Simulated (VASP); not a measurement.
# Ta (P6_322) in VASP: single point with PBEsol

Aim: the single point of Ta with PBEsol.

All numbers are computed with VASP 6.6.1; they aren't measurements. Logs are shortened: lines on timing, memory, paths and dates and some standing lists are left out, and cuts for length are marked.

**1. The cell of the first run**

The structure is hexagonal, space group P6_322 (No. 182). Conventional cell: a = 4.970 Å, b = 4.970 Å, c = 8.368 Å, α = 90.00°, β = 90.00°, γ = 120.00°. Ta (site symmetry 2) has 8 Ta at 2.68 to 2.91 Å within 3.5 Å. Within 3.5 Å of Ta (site symmetry 32) lie 6 Ta at 2.68 Å.

**2. Single point, PBEsol**

The input, INCAR:

```
SYSTEM = Ta
ALGO = Fast
EDIFF = 1E-6
ENCUT = 520
GGA = PS
ISIF = 2
ISMEAR = 0
LASPH = .True.
LCHARG = .True.
LELF = .True.
LREAL = .False.
LVHAR = .True.
LWAVE = .False.
NBANDS = 54
NELM = 80
PREC = Accurate
SIGMA = 0.15
```

The input, KPOINTS:

```
k-points
0
Gamma
  12 12 6
  0 0 0
```

The input, POSCAR:

```
Ta
1.0
    4.9704539729      0.0000000000      0.0000000000
   -2.4852269865      4.3045394089      0.0000000000
    0.0000000000      0.0000000000      8.3683699696
Ta
8
Direct
    0.0000000000      0.3231711746      0.0000000000
    0.3231711746      0.0000000000      0.0000000000
    0.6768288254      0.6768288254      0.0000000000
    1.0000000000      0.6768288254      0.5000000000
    0.6768288254      0.0000000000      0.5000000000
    0.3231711746      0.3231711746      0.5000000000
    0.6666666667      0.3333333333      0.7500000000
    0.3333333333      0.6666666667      0.2500000000
```

Potentials or basis: VASP PAW PBE potentials, release 64 (Ta_pv).

Started as:

```sh
> cat potpaw_PBE.64/Ta_pv/POTCAR > POTCAR
> mpirun -np 1 vasp_std > vasp.out
```

OUTCAR:

```text
SYSTEM = Ta
   EDIFF = 1E-6
   ENCUT = 520
   GGA = PS
   ISIF = 2
   ISMEAR = 0
   LASPH = .True.
   LREAL = .False.
   NELM = 80
   PREC = Accurate

 ion  position               nearest neighbor table
   1  0.000  0.323  0.000-   7 2.68   8 2.68   3 2.78   2 2.78   3 2.91   2 2.91   2 2.91   3 2.91

   2  0.323  0.000  0.000-   8 2.68   7 2.68   3 2.78   1 2.78   1 2.91   3 2.91   3 2.91   1 2.91

   3  0.677  0.677  0.000-   8 2.68   7 2.68   2 2.78   1 2.78   1 2.91   2 2.91   2 2.91   1 2.91

   4  0.000  0.677  0.500-   8 2.68   7 2.68   6 2.78   5 2.78   6 2.91   5 2.91   5 2.91   6 2.91

   5  0.677  0.000  0.500-   7 2.68   8 2.68   6 2.78   4 2.78   4 2.91   6 2.91   6 2.91   4 2.91

   6  0.323  0.323  0.500-   7 2.68   8 2.68   5 2.78   4 2.78   4 2.91   5 2.91   5 2.91   4 2.91

   7  0.667  0.333  0.750-   1 2.68   5 2.68   2 2.68   4 2.68   6 2.68   3 2.68
   8  0.333  0.667  0.250-   4 2.68   2 2.68   5 2.68   1 2.68   3 2.68   6 2.68

  LATTYP: Found a hexagonal cell.
 ALAT       =     4.9704539729
 C/A-ratio  =     1.6836228673

  Lattice vectors:

 A1 = (   4.9704539729,   0.0000000000,   0.0000000000)
 A2 = (  -2.4852269865,   4.3045394089,   0.0000000000)
 A3 = (   0.0000000000,   0.0000000000,   8.3683699696)

Analysis of symmetry for initial positions (statically):
=====================================================================
 Subroutine PRICEL returns:
 Original cell was already a primitive cell.

 Routine SETGRP: Setting up the symmetry group for a
 hexagonal supercell.

 Subroutine GETGRP returns: Found 12 space group operations
 (whereof  6 operations were pure point group operations)
 out of a pool of 24 trial point group operations.

The static configuration has the point symmetry D_3 .
 The point group associated with its full space group is D_6 .

Analysis of symmetry for dynamics (positions and initial velocities):
=====================================================================
 Subroutine PRICEL returns:
 Original cell was already a primitive cell.

 Routine SETGRP: Setting up the symmetry group for a
 hexagonal supercell.

 Subroutine GETGRP returns: Found 12 space group operations
 (whereof  6 operations were pure point group operations)
 out of a pool of 24 trial point group operations.

The dynamic configuration has the point symmetry D_3 .
[... 116 lines left out ...]
   IBRION =     -1    ionic relax: 0-MD 1-quasi-New 2-CG
   NFREE  =      0    steps in history (QN), initial steepest desc. (CG)
   ISIF   =      2    stress and relaxation
   ISYM   =      2    0-nonsym 1-usesym 2-fastsym
   POTIM  = 0.5000    time-step for ionic-motion
   TEBEG  =    0.0;   TEEND  =   0.0 temperature during run
   PSTRESS=    0.0 pullay stress
   NELECT =      88.0000    total number of electrons
   NUPDOWN=      -1.0000    fix difference up-down
   EMIN   =  10.00;   EMAX   =-10.00  energy-range for DOS
   EFERMI =   0.00;   METHOD = LEGACY
   ISMEAR =     0;   SIGMA  =   0.15  broadening in eV -4-tet -1-fermi 0-gaus
   EFERMI_NEDOS =   21; number of points for ismear=-14 and -15
   IALGO  =     68    algorithm
   IMIX   =      4    mixing-type and parameters
     AMIX     =   0.40;   BMIX     =  1.00
     AMIX_MAG =   1.60;   BMIX_MAG =  1.00
  volume/ion in A,a.u.               =      22.38       151.03
  Fermi-wavevector in a.u.,A,eV,Ry     =   1.291956  2.441444 22.710182  1.669151
  Thomas-Fermi vector in A             =   2.423694
   LORBIT       =      0    0 simple, 1 ext, 2 COOP (PROOUT), +10 PAW based schemes
   GGA     = PS    functional components
   LHFCALC =     F    Hartree Fock is set to
   AEXX    =    0.0000 exact exchange contribution
   IVDW    =     0    specifies the selected vdW correction
   LEPSILON=     F    determine dielectric tensor
   LRPA    =     F    only Hartree local field effects (RPA)
 non-spin polarized calculation
 RMM-DIIS sequential band-by-band and
 Gauss-broadening in eV      SIGMA  =   0.15
  energy-cutoff  :      520.00
  volume of cell :      179.05
 maximum number of plane-waves:      4849
 NGX is ok and might be reduce to    40
   NGX = 19   NGY = 19   NGZ = 31

 number of electron      87.9999999 magnetization

 Free energy of the ion-electron system (eV)
  ---------------------------------------------------
  ext. energy  EPLUGINS =         0.00000000
  ---------------------------------------------------
  free energy    TOTEN  =       -89.25600293 eV

  energy without entropy =      -89.14782007  energy(sigma->0) =      -89.20191150

 E-fermi :   3.7944     XC(G=0): -11.3527

 val. band max:        3.7835496055   @ k =   0.3333   0.3333   0.5000
 cond. band min:       3.7965663805   @ k =   0.2500   0.2500   0.1667
 fundamental gap:      0.0130167750
 Fermi energy:         3.7944138078

 k-point     1 :       0.0000    0.0000    0.0000
  band No.  band energies     occupation
      1     -31.0663      2.00000
      2     -30.7322      2.00000
      3     -30.5975      2.00000
      4     -30.5975      2.00000
      5     -30.5846      2.00000
      6     -30.5846      2.00000
[... 1357 lines left out ...]
     53       5.7877      0.00000
     54       6.1464      0.00000

 [... further k-points ...]

------------------------ aborting loop because EDIFF is reached ----------------------------------------

  FORCE on cell =-STRESS in cart. coord.  units (eV):
  Direction    XX          YY          ZZ          XY          YZ          ZX
  --------------------------------------------------------------------------------------
  -------------------------------------------------------------------------------------
  Total        0.1450377      0.1450377      0.2421689     -0.0000000      0.0000000      0.0000000
  in kB        1.2978601      1.2978601      2.1670321     -0.0000000      0.0000000      0.0000000
  external PRESSURE =       1.5875841 kB  Pullay stress =       0.0000000 kB

 VOLUME and BASIS-vectors are now :
 -----------------------------------------------------------------------------
  energy-cutoff  :      520.00
  volume of cell :      179.05
      direct lattice vectors                 reciprocal lattice vectors
     4.970453973  0.000000000  0.000000000     0.201188866  0.116156446  0.000000000
    -2.485226986  4.304539409  0.000000000     0.000000000  0.232312892  0.000000000
     0.000000000  0.000000000  8.368369970     0.000000000  0.000000000  0.119497585

 POSITION                                       TOTAL-FORCE (eV/Angst)
 -----------------------------------------------------------------------------------
     -0.80315      1.39110      0.00000        -0.002088      0.003616      0.000000
      1.60631      0.00000      0.00000         0.004175     -0.000000      0.000000
      1.68207      2.91344      0.00000        -0.002088     -0.003616      0.000000
     -1.68207      2.91344      4.18418         0.002088     -0.003616      0.000000
      3.36415      0.00000      4.18418        -0.004175     -0.000000     -0.000000
      0.80315      1.39110      4.18418         0.002088      0.003616      0.000000
      2.48523      1.43485      6.27628        -0.000000     -0.000000      0.000000
     -0.00000      2.86969      2.09209        -0.000000     -0.000000      0.000000
 -----------------------------------------------------------------------------------
    total drift:                                0.000000     -0.000000     -0.000000

  FREE ENERGIE OF THE ION-ELECTRON SYSTEM (eV)
  ---------------------------------------------------
  free  energy   TOTEN  =       -89.2560029305 eV

  energy  without entropy=      -89.1478200732  energy(sigma->0) =      -89.20191150
```

stdout:

```text
POSCAR found type information on POSCAR Ta
 POSCAR found :  1 types and       8 ions
 scaLAPACK will be used
 -----------------------------------------------------------------------------
|                                                                             |
|                                                                             |
|     You enforced a specific xc type in the INCAR file but a different       |
|     I HOPE YOU KNOW WHAT YOU ARE DOING!                                     |
|                                                                             |
 -----------------------------------------------------------------------------

 LDA part: xc-table for (Slater+PW92), standard interpolation
 POSCAR, INCAR and KPOINTS ok, starting setup
 FFT: planning ... GRIDC
 FFT: planning ... GRID_SOFT
 FFT: planning ... GRID
 WAVECAR not read
 entering main loop
```

It took 10 min on 1 thread of AMD EPYC 9R45 (Zen 5), shared host; peak memory 0.6 GiB.

Results:

```
Free energy            : -89.2560 eV
Pressure               : 0.2 GPa
Largest force          : 0.004 eV/Å
Band gap on the k mesh : zero (bands 44 and 45 overlap by 0.51 eV)
```

Forces on the atoms (eV/Å):
```
Ta  -0.002  0.004  0.000
Ta   0.004  0.000  0.000
Ta  -0.002 -0.004  0.000
Ta   0.002 -0.004  0.000
Ta  -0.004  0.000  0.000
Ta   0.002  0.004  0.000
Ta   0.000  0.000  0.000
Ta   0.000  0.000  0.000
```

Stress tensor (GPa, compression positive):
```
0.13 0.00 0.00
0.00 0.13 0.00
0.00 0.00 0.22
```

Caveat: the PAW data sets were made with another functional, which shifts forces and pressure a little; spin-orbit coupling is left out, which moves the levels of the heavy elements.
